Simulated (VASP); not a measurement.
# WSe2 (P6_3/mmc) in VASP: further runs

Runs on WSe2. Level: PBE+D3(BJ). Tasks: single point.

All numbers are computed with VASP 6.6.1; they aren't measurements. Logs are shortened: lines on timing, memory, paths and dates and some standing lists are left out, and cuts for length are marked.

**1. The cell of the first run**

Symmetry: P6_3/mmc, No. 194, hexagonal system. The conventional cell has a = 3.328 Å, b = 3.328 Å, c = 12.717 Å, α = 90.00°, β = 90.00°, γ = 120.00°. Within 3.4 Å of W (site symmetry -6m2) lie 6 Se at 2.54 Å and 6 W at 3.33 Å. Se (site symmetry 3m) has 3 W at 2.54 Å and 7 Se at 3.33 Å within 3.4 Å.

**2. Single point, PBE+D3(BJ) (biaxial strain in the a-b plane: +1.5 %, then relaxed in part)**

File INCAR:

```
  PREC = Accurate
  ENCUT = 520
  EDIFF = 1E-6
  ISMEAR = 0
  SIGMA = 0.02
  LREAL = F
  LASPH = T
  NELM = 80
  ALGO = Normal
  ISIF = 2
  LWAVE = F
  LCHARG = F
  GGA = PE
  IVDW = 12
  NBANDS = 35
```

File KPOINTS:

```
regular mesh
0
Gamma
  12 12 2
```

File POSCAR:

```
WSe2
1.0
    3.3283613772      0.0000000000      0.0000000000
   -1.6641806886      2.8824455057      0.0000000000
    0.0000000000      0.0000000000     12.7165944087
W Se
2 4
Direct
    0.6666666667      0.3333333333      0.2500002177
    0.3333333333      0.6666666667      0.7499997823
    0.3333333333      0.6666666667      0.3810113253
    0.6666666667      0.3333333333      0.8810106914
    0.3333333333      0.6666666667      0.1189893086
    0.6666666667      0.3333333333      0.6189886747
```

Potentials or basis: VASP PAW PBE potentials, release 64 (W_sv, Se).

The run is started by

```
> cat potpaw_PBE.64/W_sv/POTCAR potpaw_PBE.64/Se/POTCAR > POTCAR
> mpirun -np 1 vasp_std > vasp.out
```

OUTCAR:

```text
PREC = Accurate
   ENCUT = 520
   EDIFF = 1E-6
   ISMEAR = 0
   LREAL = F
   LASPH = T
   NELM = 80
   ISIF = 2
   GGA = PE
   IVDW = 12
 IVDW          = 12

 ion  position               nearest neighbor table
   1  0.667  0.333  0.250-   5 2.54   5 2.54   5 2.54   3 2.54   3 2.54   3 2.54
   2  0.333  0.667  0.750-   4 2.54   4 2.54   4 2.54   6 2.54   6 2.54   6 2.54
   3  0.333  0.667  0.381-   1 2.54   1 2.54   1 2.54
   4  0.667  0.333  0.881-   2 2.54   2 2.54   2 2.54
   5  0.333  0.667  0.119-   1 2.54   1 2.54   1 2.54
   6  0.667  0.333  0.619-   2 2.54   2 2.54   2 2.54

  LATTYP: Found a hexagonal cell.
 ALAT       =     3.3283613772
 C/A-ratio  =     3.8206771944

  Lattice vectors:

 A1 = (   3.3283613772,   0.0000000000,   0.0000000000)
 A2 = (  -1.6641806886,   2.8824455057,   0.0000000000)
 A3 = (   0.0000000000,   0.0000000000,  12.7165944087)

Analysis of symmetry for initial positions (statically):
=====================================================================
 Subroutine PRICEL returns:
 Original cell was already a primitive cell.

 Routine SETGRP: Setting up the symmetry group for a
 hexagonal supercell.

 Subroutine GETGRP returns: Found 24 space group operations
 (whereof 12 operations were pure point group operations)
 out of a pool of 24 trial point group operations.

The static configuration has the point symmetry D_3d.
 The point group associated with its full space group is D_6h.

Analysis of symmetry for dynamics (positions and initial velocities):
=====================================================================
 Subroutine PRICEL returns:
 Original cell was already a primitive cell.

 Routine SETGRP: Setting up the symmetry group for a
 hexagonal supercell.

 Subroutine GETGRP returns: Found 24 space group operations
 (whereof 12 operations were pure point group operations)
 out of a pool of 24 trial point group operations.

The dynamic configuration has the point symmetry D_3d.
 The point group associated with its full space group is D_6h.

 Subroutine INISYM returns: Found 24 space group operations
 (whereof 12 operations are pure point group operations),
 and found     1 'primitive' translations

----------------------------------------------------------------------------------------

                                     Primitive cell

  volume of cell :     122.0007

  direct lattice vectors                    reciprocal lattice vectors
     3.328361377  0.000000000  0.000000000     0.300448144  0.173463817  0.000000000
    -1.664180689  2.882445506  0.000000000     0.000000000  0.346927634  0.000000000
     0.000000000  0.000000000 12.716594409     0.000000000  0.000000000  0.078637406

  length of vectors
     3.328361377  3.328361377 12.716594409     0.346927634  0.346927634  0.078637406

  position of ions in fractional coordinates (direct lattice)
     0.666666667  0.333333333  0.250000218
     0.333333333  0.666666667  0.749999782
     0.333333333  0.666666667  0.381011325
     0.666666667  0.333333333  0.881010691
     0.333333333  0.666666667  0.118989309
     0.666666667  0.333333333  0.618988675

  ion indices of the primitive-cell ions
   primitive index   ion index
                 1           1
                 2           2
                 3           3
                 4           4
                 5           5
                 6           6

----------------------------------------------------------------------------------------

 KPOINTS: regular mesh

Automatic generation of k-mesh.
 Grid dimensions read from file:
 generate k-points for:   12   12    2

 Generating k-lattice:

  Cartesian coordinates                     Fractional coordinates (reciprocal lattice)
     0.025037345  0.014455318  0.000000000     0.083333333  0.000000000  0.000000000
     0.000000000  0.028910636  0.000000000     0.000000000  0.083333333  0.000000000
     0.000000000  0.000000000  0.039318703     0.000000000  0.000000000  0.500000000

  Length of vectors
     0.028910636  0.028910636  0.039318703

  Shift w.r.t. Gamma in fractional coordinates (k-lattice)
     0.000000000  0.000000000  0.000000000

 Subroutine IBZKPT returns following result:
 ===========================================

 Found     38 irreducible k-points:

 Following reciprocal coordinates:
            Coordinates               Weight
  0.000000  0.000000  0.000000      1.000000
  0.083333 -0.000000  0.000000      6.000000
  0.166667  0.000000  0.000000      6.000000
  0.250000  0.000000  0.000000      6.000000
  0.333333 -0.000000  0.000000      6.000000
  0.416667  0.000000  0.000000      6.000000
[... 16 lines left out ...]
  0.250000  0.000000  0.500000      6.000000
  0.333333 -0.000000  0.500000      6.000000
 [... further k-points ...]
   k-points           NKPTS =     38   k-points in BZ     NKDIM =     38   number of bands    NBANDS=     35
   number of dos      NEDOS =    301   number of ions     NIONS =      6
   total plane-waves  NPLWV =  75264
   dimension x,y,z NGX =    28 NGY =   28 NGZ =   96
   dimension x,y,z NGXF=    56 NGYF=   56 NGZF=  192
   ions per type =               2   4
   NGX,Y,Z   is equivalent  to a cutoff of  13.99, 13.99, 12.55 a.u.
   NGXF,Y,Z  is equivalent  to a cutoff of  27.97, 27.97, 25.10 a.u.
 SYSTEM =  unknown system
   PREC   = accura    normal or accurate (medium, high low for compatibility)
   ISTART =      0    job   : 0-new  1-cont  2-samecut
   ICHARG =      2    charge: 1-file 2-atom 10-const
   ISPIN  =      1    spin polarized calculation?
   LNONCOLLINEAR =      F non collinear calculations
   LSORBIT =      F    spin-orbit coupling
   LASPH  =      T    aspherical Exc in radial PAW
   ENCUT  =  520.0 eV  38.22 Ry    6.18 a.u.   6.19  6.19 23.64*2*pi/ulx,y,z
   NELM   =     80;   NELMIN=  2; NELMDL= -5     # of ELM steps
   EDIFF  = 0.1E-05   stopping-criterion for ELM
   LREAL  =      F    real-space projection
   EDIFFG = 0.1E-04   stopping-criterion for IOM
   NSW    =      0    number of steps for IOM
   IBRION =     -1    ionic relax: 0-MD 1-quasi-New 2-CG
   NFREE  =      0    steps in history (QN), initial steepest desc. (CG)
   ISIF   =      2    stress and relaxation
   ISYM   =      2    0-nonsym 1-usesym 2-fastsym
   POTIM  = 0.5000    time-step for ionic-motion
   TEBEG  =    0.0;   TEEND  =   0.0 temperature during run
   PSTRESS=    0.0 pullay stress
   NELECT =      52.0000    total number of electrons
   NUPDOWN=      -1.0000    fix difference up-down
   EMIN   =  10.00;   EMAX   =-10.00  energy-range for DOS
   EFERMI =   0.00;   METHOD = LEGACY
   ISMEAR =     0;   SIGMA  =   0.02  broadening in eV -4-tet -1-fermi 0-gaus
   EFERMI_NEDOS =   21; number of points for ismear=-14 and -15
   IALGO  =     38    algorithm
   IMIX   =      4    mixing-type and parameters
     AMIX     =   0.40;   BMIX     =  1.00
     AMIX_MAG =   1.60;   BMIX_MAG =  1.00
  volume/ion in A,a.u.               =      20.33       137.22
  Fermi-wavevector in a.u.,A,eV,Ry     =   1.232032  2.328202 20.652305  1.517902
  Thomas-Fermi vector in A             =   2.366818
   LORBIT       =      0    0 simple, 1 ext, 2 COOP (PROOUT), +10 PAW based schemes
   GGA     = PE    functional components
   LHFCALC =     F    Hartree Fock is set to
   AEXX    =    0.0000 exact exchange contribution
   IVDW    =    12    specifies the selected vdW correction
   LEPSILON=     F    determine dielectric tensor
   LRPA    =     F    only Hartree local field effects (RPA)
 non-spin polarized calculation
 Gauss-broadening in eV      SIGMA  =   0.02
  energy-cutoff  :      520.00
  volume of cell :      122.00
 maximum number of plane-waves:      3312
 NGX is ok and might be reduce to    28
   NGX = 13   NGY = 13   NGZ = 47

 number of electron      51.9999994 magnetization

 Free energy of the ion-electron system (eV)
  ---------------------------------------------------
  ext. energy  EPLUGINS =         0.00000000
  ---------------------------------------------------
  free energy    TOTEN  =       -43.11276015 eV

  energy without entropy =      -43.11276015  energy(sigma->0) =      -43.11276015

 E-fermi :   6.6774     XC(G=0): -10.7699

 val. band max:        6.3577157373   @ k =   0.0000   0.0000   0.0000
 cond. band min:       7.2317448388   @ k =   0.1667   0.1667   0.0000
 fundamental gap:      0.8740291015
 Fermi energy:         6.6773701323

 k-point     1 :       0.0000    0.0000    0.0000
  band No.  band energies     occupation
      1     -68.1371      2.00000
      2     -68.1371      2.00000
      3     -32.3541      2.00000
      4     -32.3540      2.00000
      5     -32.2649      2.00000
      6     -32.2649      2.00000
[... 27 lines left out ...]
     34       9.1085      0.00000
     35      10.5533      0.00000

 k-point     2 :       0.0833   -0.0000    0.0000
  band No.  band energies     occupation
      1     -68.1365      2.00000
      2     -68.1365      2.00000
      3     -32.3514      2.00000
      4     -32.3514      2.00000
      5     -32.2788      2.00000
      6     -32.2788      2.00000
[... 27 lines left out ...]
     34       9.0263      0.00000
     35      11.1689      0.00000

 k-point     3 :       0.1667    0.0000    0.0000
  band No.  band energies     occupation
      1     -68.1349      2.00000
      2     -68.1349      2.00000
      3     -32.3442      2.00000
      4     -32.3442      2.00000
      5     -32.3166      2.00000
      6     -32.3165      2.00000
[... 27 lines left out ...]
     34       9.4889      0.00000
     35      12.1447      0.00000
[... 723 lines left out ...]
 k-point    23 :       0.2500    0.0000    0.5000
  band No.  band energies     occupation
      1     -68.1328      2.00000
      2     -68.1328      2.00000
      3     -32.3677      2.00000
      4     -32.3677      2.00000
      5     -32.3344      2.00000
      6     -32.3344      2.00000
[... 27 lines left out ...]
     34       9.7992      0.00000
     35      12.4989      0.00000

 k-point    24 :       0.3333   -0.0000    0.5000
  band No.  band energies     occupation
      1     -68.1306      2.00000
      2     -68.1306      2.00000
      3     -32.4184      2.00000
      4     -32.4183      2.00000
      5     -32.3245      2.00000
      6     -32.3245      2.00000
[... 27 lines left out ...]
     34      10.0782      0.00000
     35      11.7073      0.00000

 [... further k-points ...]

------------------------ aborting loop because EDIFF is reached ----------------------------------------

 Edisp (eV)   -2.78326

 E8    (eV) :    -1.2416

  FORCE on cell =-STRESS in cart. coord.  units (eV):
  Direction    XX          YY          ZZ          XY          YZ          ZX
  --------------------------------------------------------------------------------------
  -------------------------------------------------------------------------------------
  Total      -2.32901    -2.32901     0.28120     0.00000     0.00000    -0.00000
  in kB     -30.58573   -30.58573     3.69292     0.00000     0.00000    -0.00000
  external pressure =      -19.16 kB  Pullay stress =        0.00 kB

 VOLUME and BASIS-vectors are now :
 -----------------------------------------------------------------------------
  energy-cutoff  :      520.00
  volume of cell :      122.00
      direct lattice vectors                 reciprocal lattice vectors
     3.328361377  0.000000000  0.000000000     0.300448144  0.173463817  0.000000000
    -1.664180689  2.882445506  0.000000000     0.000000000  0.346927634  0.000000000
     0.000000000  0.000000000 12.716594409     0.000000000  0.000000000  0.078637406

 POSITION                                       TOTAL-FORCE (eV/Angst)
 -----------------------------------------------------------------------------------
      1.66418      0.96082      3.17915         0.000000      0.000000     -0.000000
     -0.00000      1.92163      9.53744        -0.000000     -0.000000     -0.000000
     -0.00000      1.92163      4.84517        -0.000000      0.000000      0.045903
      1.66418      0.96082     11.20346         0.000000     -0.000000      0.045903
     -0.00000      1.92163      1.51314        -0.000000      0.000000     -0.045903
      1.66418      0.96082      7.87143         0.000000     -0.000000     -0.045903
 -----------------------------------------------------------------------------------
    total drift:                                0.002507     -0.001448      0.003634

  FREE ENERGIE OF THE ION-ELECTRON SYSTEM (eV)
  ---------------------------------------------------
  free  energy   TOTEN  =       -45.8960225155 eV

  energy  without entropy=      -45.8960225155  energy(sigma->0) =      -45.89602252
```

It took 78 s on 1 thread of Intel Xeon 6975P-C (Granite Rapids), shared host; peak memory 0.33 GiB.

What came out:

```
Free energy                : -45.8960 eV
Pressure                   : -1.9 GPa
Largest force              : 0.046 eV/Å
Band gap on the k mesh     : 0.87 eV (least direct gap 1.38 eV)
Dispersion energy per atom : -0.464 eV
```

Forces in eV/Å, atoms in the order of the input:
```
W    0.000  0.000  0.000
W    0.000  0.000  0.000
Se   0.000  0.000  0.046
Se   0.000  0.000  0.046
Se   0.000  0.000 -0.046
Se   0.000  0.000 -0.046
```

Stress tensor (GPa, compression positive):
```
-3.06  0.00  0.00
 0.00 -3.06  0.00
 0.00  0.00  0.37
```

Levels at points of the mesh, in eV from the valence-band top:
```
           k point  band 24  band 25  band 26  band 27  band 28  band 29
(0.00, 0.00, 0.00)    -1.09    -0.89     0.00     2.40     2.40     2.46
(0.50, 0.00, 0.00)    -1.55    -1.33    -1.30     1.86     1.91     2.11
(0.00, 0.00, 0.50)    -1.73    -0.17    -0.17     2.40     2.40     2.40
(0.50, 0.00, 0.50)    -1.46    -1.41    -1.41     1.88     1.88     2.29
```

Caveat: the cell differs from its parent crystal (biaxial strain in the a-b plane: +1.5 %, then relaxed in part); spin-orbit coupling is left out, which moves the levels of the heavy elements. A k mesh can miss the band edges.

**3. Single point, PBE+D3(BJ) (biaxial strain in the a-b plane: +3.0 %)**

File INCAR:

```
PREC     = Accurate       # precision mode
ENCUT    = 520            # plane-wave cutoff, eV
EDIFF    = 1E-7           # SCF threshold, eV
ISMEAR   = 0              # smearing method
SIGMA    = 0.02           # smearing width, eV
LREAL    = F              # projectors in reciprocal space
LASPH    = T              # aspherical terms in the spheres
NELM     = 80             # most SCF steps
ALGO     = Normal         # electronic algorithm
ISIF     = 2              # what is computed and relaxed
LWAVE    = F              # write WAVECAR
LCHARG   = F              # write CHGCAR
GGA      = PE             # functional
IVDW     = 12             # dispersion correction
NBANDS   = 35             # bands
```

KPOINTS is that of step 2.

POSCAR, as its differences from that of step 2:

```diff
@@ -2,5 +2,5 @@
 1.0
-    3.3283613772      0.0000000000      0.0000000000
-   -1.6641806886      2.8824455057      0.0000000000
-    0.0000000000      0.0000000000     12.7165944087
+    3.3775489838      0.0000000000      0.0000000000
+   -1.6887744919      2.9250432225      0.0000000000
+    0.0000000000      0.0000000000     12.5582044628
 W Se
```

Potentials or basis: VASP PAW PBE potentials, release 64 (W_sv, Se).

The run is started by

```
> cat potpaw_PBE.64/W_sv/POTCAR potpaw_PBE.64/Se/POTCAR > POTCAR
> mpirun -np 1 vasp_std > vasp.out
```

Run time: 85 s. Hardware: 1 thread of Intel Xeon 6975P-C (Granite Rapids), shared host; peak memory 0.33 GiB.

Results (log left out):

| Quantity | Value |
| --- | --- |
| Free energy | -45.7882 eV |
| Pressure | -3.6 GPa |
| Largest force | 0.077 eV/Å |
| Band gap on the k mesh | 0.77 eV (least direct gap 1.21 eV) |
| Dispersion energy per atom | -0.456 eV |

Forces on the atoms (eV/Å):
```
W    0.000  0.000  0.000
W    0.000  0.000  0.000
Se   0.000  0.000  0.077
Se   0.000  0.000  0.077
Se   0.000  0.000 -0.077
Se   0.000  0.000 -0.077
```

Stress tensor (GPa, compression positive):
```
-5.89  0.00  0.00
 0.00 -5.89  0.00
 0.00  0.00  1.06
```

Levels at points of the mesh, in eV from the valence-band top:
```
           k point  band 22  band 23  band 24  band 25  band 26  band 27  band 28  band 29  band 30  band 31
(0.00, 0.00, 0.00)    -1.91    -1.91    -0.99    -0.76     0.00     2.18     2.18     2.24     2.24     2.29
(0.50, 0.00, 0.00)    -2.34    -1.86    -1.62    -1.54    -1.36     1.57     1.63     1.90     2.08     2.66
(0.00, 0.00, 0.50)    -1.96    -1.96    -1.96    -0.13    -0.13     2.18     2.18     2.18     2.18     2.46
(0.50, 0.00, 0.50)    -2.56    -1.70    -1.70    -1.46    -1.46     1.60     1.60     2.01     2.01     3.07
```

Caveat: the cell differs from its parent crystal (biaxial strain in the a-b plane: +3.0 %); the cell stands under tension; spin-orbit coupling is left out, which moves the levels of the heavy elements. A k mesh can miss the band edges.
